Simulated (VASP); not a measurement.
# Be64HC32 (a cell with a defect) in VASP: single point with PBEsol

Aim: the single point of Be64HC32 (a cell with a defect) with PBEsol.

Program: VASP 6.6.1. These are calculated values, not measurements. Logs are shortened: lines on timing, memory, paths and dates and some standing lists are left out, and cuts for length are marked.

## (1) The cell of the first run

The cell holds a defect, 97 atoms: a = 8.621 Å, b = 8.621 Å, c = 8.621 Å, α = 90.00°, β = 90.00°, γ = 90.00°.

## (2) Single point, PBEsol

File INCAR:

```
PREC = Accurate
ENCUT = 520
EDIFF = 1E-6
ISMEAR = -1
SIGMA = 0.05
LREAL = Auto
LASPH = True
NELM = 60
ALGO = Normal
ISIF = 2
LWAVE = False
LCHARG = False
GGA = PS
NBANDS = 182
ISYM = 0
```

File KPOINTS:

```
Automatic mesh
0
Gamma
  1 1 1
  0.25 0.25 0.25
```

File POSCAR:

```
Be64HC32
1.0
    8.6212760000      0.0000000000      0.0000000000
    0.0000000000      8.6212760000      0.0000000000
    0.0000000000      0.0000000000      8.6212760000
Be C H
64 32 1
Direct
    0.3715680000      0.1303320000      0.1124000000
    0.3807930000      0.1269290000      0.6331160000
    0.3803040000      0.6278890000      0.1235260000
    0.3524550000      0.6280870000      0.6428430000
    0.8688720000      0.1304550000      0.1228630000
    0.8808930000      0.1218730000      0.6208100000
    0.8726990000      0.6175650000      0.1278770000
    0.8798960000      0.6277010000      0.6250850000
    0.1172300000      0.3927230000      0.1169700000
    0.1187340000      0.3771820000      0.6317670000
    0.1250170000      0.8690800000      0.1150810000
    0.1291010000      0.8728470000      0.6212340000
    0.6272220000      0.3748560000      0.1143750000
    0.6115180000      0.3689820000      0.6175840000
    0.6245530000      0.8856460000      0.1263920000
    0.6190650000      0.8673390000      0.6280890000
    0.1196280000      0.1111290000      0.3771420000
    0.1256420000      0.1362420000      0.8817420000
    0.1269700000      0.6202470000      0.3793500000
    0.1118030000      0.6314760000      0.8610960000
    0.6072010000      0.1323940000      0.3766550000
    0.6326580000      0.1199830000      0.8670350000
    0.6192650000      0.6330110000      0.3762780000
    0.6183650000      0.6267770000      0.8756370000
    0.1265750000      0.1256930000      0.1346880000
    0.1344660000      0.1269390000      0.6212930000
    0.1281830000      0.6306010000      0.1311010000
    0.1372580000      0.6153320000      0.6246030000
    0.6201580000      0.1351600000      0.1211760000
    0.6224140000      0.1316310000      0.6402730000
    0.6240270000      0.6261430000      0.1196390000
    0.6195660000      0.6243150000      0.6241480000
    0.3638210000      0.3636080000      0.3677410000
    0.3821360000      0.3843580000      0.8750340000
    0.3692750000      0.8765000000      0.3674780000
    0.3917960000      0.8819370000      0.8777000000
    0.8610460000      0.3559720000      0.3800410000
    0.8908890000      0.3712370000      0.8647690000
    0.8778080000      0.8793830000      0.3766440000
    0.8714970000      0.8869900000      0.8737770000
    0.3790090000      0.3879530000      0.1256570000
    0.3789230000      0.3775040000      0.6219670000
    0.3766920000      0.8696280000      0.1261620000
    0.3626930000      0.8678310000      0.6192740000
    0.8776360000      0.3827580000      0.1338450000
    0.8811600000      0.3782670000      0.6095650000
    0.8587740000      0.8831620000      0.1150850000
    0.8718980000      0.8809300000      0.6315950000
    0.3720140000      0.1236670000      0.3667750000
    0.3826990000      0.1325110000      0.8683800000
    0.3758110000      0.6302580000      0.3653660000
    0.3613980000      0.6173350000      0.8743150000
    0.8794750000      0.1140770000      0.3871020000
    0.8774220000      0.1261010000      0.8738950000
    0.8642510000      0.6156750000      0.3848100000
    0.8631230000      0.6294820000      0.8648300000
    0.1218320000      0.3697880000      0.3890130000
    0.1285750000      0.3819930000      0.8893670000
    0.1127890000      0.8600240000      0.3845310000
    0.1316870000      0.8736230000      0.8833840000
    0.6196740000      0.3692420000      0.3655240000
    0.6036900000      0.3825740000      0.8836300000
    0.6250010000      0.8782140000      0.3779020000
    0.6096730000      0.8750820000      0.8774290000
    0.0072380000      0.9977790000      0.0029810000
    0.0061320000      0.0040900000      0.5024950000
    0.0019400000      0.5055660000      0.0154670000
    0.0127420000      0.4909410000      0.4956630000
    0.5121710000      0.0117700000      0.0021350000
    0.5045230000      0.9976440000      0.5013970000
    0.4935590000      0.4975490000      0.0010720000
    0.5047940000      0.4862470000      0.4843120000
    0.2455760000      0.2629470000      0.9999890000
    0.2456440000      0.2358090000      0.5014210000
    0.2494770000      0.7518930000      0.9986520000
    0.2585580000      0.7528730000      0.4919610000
    0.7537440000      0.2504310000      0.9964810000
    0.7537360000      0.2655850000      0.5073550000
    0.7501080000      0.7554020000      0.9981530000
    0.7481580000      0.7487130000      0.4911660000
    0.2482010000      0.0023570000      0.2514760000
    0.2443380000      0.9864520000      0.7464630000
    0.2424650000      0.4886950000      0.2573120000
    0.2536570000      0.4905290000      0.7593030000
    0.7498730000      0.0077960000      0.2596970000
    0.7518330000      0.0054750000      0.7513260000
    0.7459630000      0.5143530000      0.2416810000
    0.7427000000      0.4993000000      0.7481140000
    0.0018260000      0.2654780000      0.2520260000
    0.9965180000      0.2500070000      0.7348110000
    0.0036010000      0.7445440000      0.2377420000
    0.9887670000      0.7678730000      0.7504810000
    0.5082640000      0.2449610000      0.2507200000
    0.4944690000      0.2573070000      0.7556230000
    0.4932280000      0.7609670000      0.2434840000
    0.5067640000      0.7547450000      0.7610210000
    0.4431720000      0.5602430000      0.5426720000
```

Potentials or basis: VASP PAW PBE potentials, release 64 (Be, C, H).

Started as:

```
> cat potpaw_PBE.64/Be/POTCAR potpaw_PBE.64/C/POTCAR potpaw_PBE.64/H/POTCAR > POTCAR
> mpirun -np 1 vasp_std > vasp.out
```

OUTCAR:

```text
PREC = Accurate
   ENCUT = 520
   EDIFF = 1E-6
   ISMEAR = -1
   LREAL = Auto
   LASPH = True
   NELM = 60
   ISIF = 2
   GGA = PS
   ISYM = 0

 ion  position               nearest neighbor table
   1  0.372  0.130  0.112-  69 1.85  73 1.85  81 1.95  93 1.95  50 2.11  25 2.12  29 2.14  49 2.19
                            41 2.22  43 2.25
   2  0.381  0.127  0.633-  94 1.83  74 1.88  70 1.92  82 1.95  50 2.03  30 2.08  26 2.13  42 2.16
                            44 2.24  49 2.30
   3  0.380  0.628  0.124-  71 1.82  95 1.83  75 1.89  83 2.05  41 2.07  43 2.08  51 2.09  31 2.10
                            52 2.16  27 2.17
   4  0.352  0.628  0.643-  97 1.30  84 1.77  28 1.87  76 1.87  52 2.00  96 2.00  44 2.08  42 2.18
                            32 2.31
   5  0.869  0.130  0.123-  77 1.80  85 1.89  65 1.95  89 1.98  47 2.13  29 2.14  54 2.15  45 2.18
                            25 2.22  53 2.28
   6  0.881  0.122  0.621-  90 1.78  66 1.80  86 1.87  78 1.92  53 2.02  48 2.08  54 2.18  26 2.19
                            46 2.21  30 2.24
   7  0.873  0.618  0.128-  87 1.72  67 1.76  91 1.84  79 1.94  45 2.03  31 2.15  27 2.21  55 2.22
                            56 2.27  47 2.30
   8  0.880  0.628  0.625-  92 1.87  80 1.93  88 1.94  68 1.99  56 2.07  55 2.08  46 2.15  48 2.18
                            28 2.22  32 2.24
   9  0.117  0.393  0.117-  67 1.64  83 1.82  73 1.87  89 1.88  58 1.97  27 2.06  45 2.07  41 2.26
                            25 2.31  57 2.35
  10  0.119  0.377  0.632-  90 1.76  68 1.78  84 1.88  74 1.99  46 2.06  28 2.06  57 2.09  26 2.16
                            58 2.22  42 2.24
  11  0.125  0.869  0.115-  75 1.78  65 1.79  91 1.83  81 1.96  60 2.00  27 2.06  43 2.17  25 2.22
                            47 2.30  59 2.33
[... 164 lines left out ...]
  94  0.494  0.257  0.756-  50 1.74  34 1.79  62 1.81   2 1.83  14 1.83  30 1.84  42 1.84  22 1.93

  95  0.493  0.761  0.243-  43 1.71  35 1.81   3 1.83  51 1.84  15 1.86  63 1.91  23 1.93  31 1.94

  96  0.507  0.755  0.761-  64 1.69  24 1.77  16 1.79  36 1.79  32 1.90  52 1.98  44 2.00   4 2.00

  97  0.443  0.560  0.543-  72 0.97   4 1.30

IMPORTANT INFORMATION: All symmetrisations will be switched off!
NOSYMM: (Re-)initialisation of all symmetry stuff for point group C_1.

----------------------------------------------------------------------------------------

                                     Primitive cell

  volume of cell :     640.7884

  direct lattice vectors                    reciprocal lattice vectors
     8.621276000  0.000000000  0.000000000     0.115992111  0.000000000  0.000000000
     0.000000000  8.621276000  0.000000000     0.000000000  0.115992111  0.000000000
     0.000000000  0.000000000  8.621276000     0.000000000  0.000000000  0.115992111

  length of vectors
     8.621276000  8.621276000  8.621276000     0.115992111  0.115992111  0.115992111

  position of ions in fractional coordinates (direct lattice)
     0.371568000  0.130332000  0.112400000
     0.380793000  0.126929000  0.633116000
     0.380304000  0.627889000  0.123526000
     0.352455000  0.628087000  0.642843000
     0.868872000  0.130455000  0.122863000
     0.880893000  0.121873000  0.620810000
[... 89 lines left out ...]
     0.506764000  0.754745000  0.761021000
     0.443172000  0.560243000  0.542672000

  ion indices of the primitive-cell ions
   primitive index   ion index
                 1           1
                 2           2
                 3           3
                 4           4
                 5           5
                 6           6
[... 89 lines left out ...]
                96          96
                97          97

----------------------------------------------------------------------------------------

 KPOINTS: Automatic mesh

Automatic generation of k-mesh.
   k-points           NKPTS =      4   k-points in BZ     NKDIM =      4   number of bands    NBANDS=    182
   number of dos      NEDOS =    301   number of ions     NIONS =     97
   total plane-waves  NPLWV = 262144
   dimension x,y,z NGX =    64 NGY =   64 NGZ =   64
   dimension x,y,z NGXF=   128 NGYF=  128 NGZF=  128
   ions per type =              64  32   1
   NGX,Y,Z   is equivalent  to a cutoff of  12.34, 12.34, 12.34 a.u.
   NGXF,Y,Z  is equivalent  to a cutoff of  24.68, 24.68, 24.68 a.u.
 SYSTEM =  unknown system
   PREC   = accura    normal or accurate (medium, high low for compatibility)
   ISTART =      0    job   : 0-new  1-cont  2-samecut
   ICHARG =      2    charge: 1-file 2-atom 10-const
   ISPIN  =      1    spin polarized calculation?
   LNONCOLLINEAR =      F non collinear calculations
   LSORBIT =      F    spin-orbit coupling
   LASPH  =      T    aspherical Exc in radial PAW
   ENCUT  =  520.0 eV  38.22 Ry    6.18 a.u.  16.03 16.03 16.03*2*pi/ulx,y,z
   NELM   =     60;   NELMIN=  2; NELMDL= -5     # of ELM steps
   EDIFF  = 0.1E-05   stopping-criterion for ELM
   LREAL  =      T    real-space projection
   EDIFFG = 0.1E-04   stopping-criterion for IOM
   NSW    =      0    number of steps for IOM
   IBRION =     -1    ionic relax: 0-MD 1-quasi-New 2-CG
   NFREE  =      0    steps in history (QN), initial steepest desc. (CG)
   ISIF   =      2    stress and relaxation
   ISYM   =      0    0-nonsym 1-usesym 2-fastsym
   POTIM  = 0.5000    time-step for ionic-motion
   TEBEG  =    0.0;   TEEND  =   0.0 temperature during run
   PSTRESS=    0.0 pullay stress
   NELECT =     257.0000    total number of electrons
   NUPDOWN=      -1.0000    fix difference up-down
   EMIN   =  10.00;   EMAX   =-10.00  energy-range for DOS
   EFERMI =   0.00;   METHOD = LEGACY
   ISMEAR =    -1;   SIGMA  =   0.05  broadening in eV -4-tet -1-fermi 0-gaus
   EFERMI_NEDOS =   21; number of points for ismear=-14 and -15
   IALGO  =     38    algorithm
   IMIX   =      4    mixing-type and parameters
     AMIX     =   0.40;   BMIX     =  1.00
     AMIX_MAG =   1.60;   BMIX_MAG =  1.00
  volume/ion in A,a.u.               =       6.61        44.58
  Fermi-wavevector in a.u.,A,eV,Ry     =   1.207298  2.281462 19.831408  1.457567
  Thomas-Fermi vector in A             =   2.342939
   LORBIT       =      0    0 simple, 1 ext, 2 COOP (PROOUT), +10 PAW based schemes
   GGA     = PS    functional components
   LHFCALC =     F    Hartree Fock is set to
   AEXX    =    0.0000 exact exchange contribution
   IVDW    =     0    specifies the selected vdW correction
   LEPSILON=     F    determine dielectric tensor
   LRPA    =     F    only Hartree local field effects (RPA)
 non-spin polarized calculation
  energy-cutoff  :      520.00
  volume of cell :      640.79
 maximum number of plane-waves:     17254
   NGX = 33   NGY = 33   NGZ = 33

 number of electron     257.0000005 magnetization

 Free energy of the ion-electron system (eV)
  ---------------------------------------------------
  ext. energy  EPLUGINS =         0.00000000
  ---------------------------------------------------
  free energy    TOTEN  =      -578.33444977 eV

  energy without entropy =     -578.23547567  energy(sigma->0) =     -578.28496272

 E-fermi :   9.4818     XC(G=0): -11.5739

 val. band max:        9.4794169489   @ k =   0.2500  -0.2500   0.2500
 cond. band min:       9.4834143542   @ k =  -0.2500  -0.2500   0.2500
 fundamental gap:      0.0039974053
 Fermi energy:         9.4817819563

 k-point     1 :       0.2500    0.2500    0.2500
  band No.  band energies     occupation
      1      -8.7874      2.00000
      2      -6.9825      2.00000
      3      -6.6142      2.00000
      4      -6.4589      2.00000
      5      -6.1101      2.00000
      6      -5.9498      2.00000
[... 561 lines left out ...]
    139      11.8276      0.00000
    140      11.8618      0.00000
 [bands above 140 left out]

------------------------ aborting loop because EDIFF is reached ----------------------------------------

  FORCE on cell =-STRESS in cart. coord.  units (eV):
  Direction    XX          YY          ZZ          XY          YZ          ZX
  --------------------------------------------------------------------------------------
  -------------------------------------------------------------------------------------
  Total       27.1644576     23.8848559     28.8813224     -3.2152675      3.5169103     -4.1338192
  in kB       67.9198900     59.7198298     72.2126047     -8.0392040      8.7934081    -10.3358788
  external PRESSURE =      66.6174415 kB  Pullay stress =       0.0000000 kB

 VOLUME and BASIS-vectors are now :
 -----------------------------------------------------------------------------
  energy-cutoff  :      520.00
  volume of cell :      640.79
      direct lattice vectors                 reciprocal lattice vectors
     8.621276000  0.000000000  0.000000000     0.115992111  0.000000000  0.000000000
     0.000000000  8.621276000  0.000000000     0.000000000  0.115992111  0.000000000
     0.000000000  0.000000000  8.621276000     0.000000000  0.000000000  0.115992111

 POSITION                                       TOTAL-FORCE (eV/Angst)
 -----------------------------------------------------------------------------------
      3.20339      1.12363      0.96903         0.009013     -0.040356      0.941450
      3.28292      1.09429      5.45827        -0.955075     -0.787526     -1.256240
      3.27871      5.41320      1.06495        -0.902590      0.128008     -0.185138
      3.03861      5.41491      5.54213        -0.223099      2.974357      2.167390
      7.49079      1.12469      1.05924         0.783039      0.083965      0.966394
      7.59442      1.05070      5.35217        -0.636267      0.765519      0.854424
[... 89 lines left out ...]
      4.36895      6.50686      6.56097        -2.151116     -1.741875     -2.164825
      3.82071      4.83001      4.67853        -2.140983      3.172995      1.507617
 -----------------------------------------------------------------------------------
    total drift:                               -0.000855      0.005625     -0.017566

  FREE ENERGIE OF THE ION-ELECTRON SYSTEM (eV)
  ---------------------------------------------------
  free  energy   TOTEN  =      -578.3344497694 eV

  energy  without entropy=     -578.2354756692  energy(sigma->0) =     -578.28496272
```

Wall time 22 min (1 thread of Intel Xeon Platinum 8259CL at 2.50GHz (Skylake/Cascade Lake), shared host); peak memory 0.75 GiB.

What came out:

```
Free energy   : -578.3344 eV
Pressure      : 6.7 GPa
Largest force : 4.524 eV/Å
```

Forces in eV/Å, atoms in the order of the input:
```
Be   0.009 -0.040  0.941
Be  -0.955 -0.788 -1.256
Be  -0.903  0.128 -0.185
Be  -0.223  2.974  2.167
Be   0.783  0.084  0.966
Be  -0.636  0.766  0.854
Be   0.459  1.948 -0.338
Be  -0.474  0.043  0.034
Be   1.294 -2.046  2.513
Be   0.836 -1.091 -0.039
Be  -0.384  0.652  1.576
Be  -0.981  0.196  0.961
Be   0.484  0.179  1.151
Be   2.365  0.491  1.224
Be   0.087 -0.432  0.302
Be   0.562  0.975 -0.462
Be   0.879  1.347 -0.582
Be  -0.080 -0.987 -0.742
Be  -0.411 -0.320 -1.005
Be   0.196  0.138  1.704
Be   2.275 -1.400  0.541
Be   0.054  1.152  1.589
Be   0.935 -0.318 -1.535
Be   0.713  0.121 -0.060
Be  -0.664  0.525 -0.352
Be  -0.776 -0.615  1.126
Be   0.029 -0.481 -0.458
Be  -2.083  0.744 -0.621
Be   1.143 -0.539  0.359
Be   0.894 -0.680 -1.824
Be   0.239  0.821  0.353
Be   1.597  0.171  0.941
Be   0.135 -0.010  0.073
Be  -1.743 -1.508  0.309
Be   0.336  0.613  0.313
Be  -2.703 -0.239 -0.276
Be   1.796  1.666 -1.960
Be  -2.034  0.584  0.597
Be  -0.593 -0.983 -0.896
Be   0.130 -0.756  0.508
Be  -1.201 -1.358  0.519
Be  -1.665 -1.607  0.312
Be  -0.943  1.322 -0.482
Be   1.634  1.320  0.739
Be  -0.369 -0.646 -0.652
Be  -0.767  0.105  1.890
Be   1.830 -0.556  1.225
Be  -0.152 -0.189 -0.782
Be  -0.369 -0.507  0.673
Be  -1.123 -0.368  0.837
Be  -0.992 -0.305 -0.733
Be   0.755  1.718  1.175
Be  -1.075  1.333 -1.632
Be   0.215  0.382 -0.137
Be   1.062  0.331 -1.463
Be   0.163  0.220  1.080
Be   0.273 -0.800 -1.779
Be  -0.107 -0.048 -1.110
Be   0.689  0.743 -1.755
Be  -0.501  0.798 -1.289
Be   1.274  0.495 -0.602
Be   3.347 -1.067 -1.588
Be   0.161  0.494 -0.294
Be   3.037  0.236  0.452
C   -1.234  1.321 -0.445
C   -1.146 -1.680 -0.082
C   -0.712  0.280 -3.826
C   -1.831  2.484  1.870
C   -2.114 -0.901 -0.964
C   -0.851  0.559  0.580
C    0.619  1.458  0.304
C    2.451 -2.962 -2.386
C    1.145 -1.407  0.151
C    1.878  2.161 -0.328
C    1.010 -0.870 -0.060
C   -1.205 -2.077  1.270
C   -0.443  0.621  0.014
C   -2.146 -2.863 -0.529
C   -1.149 -0.273 -0.118
C   -0.102 -0.038  1.632
C    0.243 -0.518 -0.745
C    1.738  2.076  0.886
C    1.980  1.925 -0.634
C   -0.990  1.608 -2.252
C   -0.027 -0.623 -1.016
C   -0.501 -0.343 -0.739
C   -0.975 -2.309  1.563
C    0.332  0.548 -0.075
C   -0.796 -2.394  0.213
C    0.917  0.005  2.147
C   -0.774  1.129  2.681
C    1.582 -2.891 -0.388
C   -2.206  1.584 -0.923
C    0.709 -0.411 -1.181
C    1.125 -1.762  0.919
C   -2.151 -1.742 -2.165
H   -2.141  3.173  1.508
```

Stress tensor (GPa, compression positive):
```
 6.79 -0.80 -1.03
-0.80  5.97  0.88
-1.03  0.88  7.22
```

Levels at points of the mesh, in eV from the Fermi level:
| k point | band 126 | band 127 | band 128 | band 129 | band 130 | band 131 |
| --- | --- | --- | --- | --- | --- | --- |
| (0.25, 0.25, 0.25) | -2.59 | -2.12 | -2.03 | 0.02 | 0.12 | 0.18 |

Caveat: the k points lie up to 0.73 Å⁻¹ apart; the PAW data sets were made with another functional, which shifts forces and pressure a little.
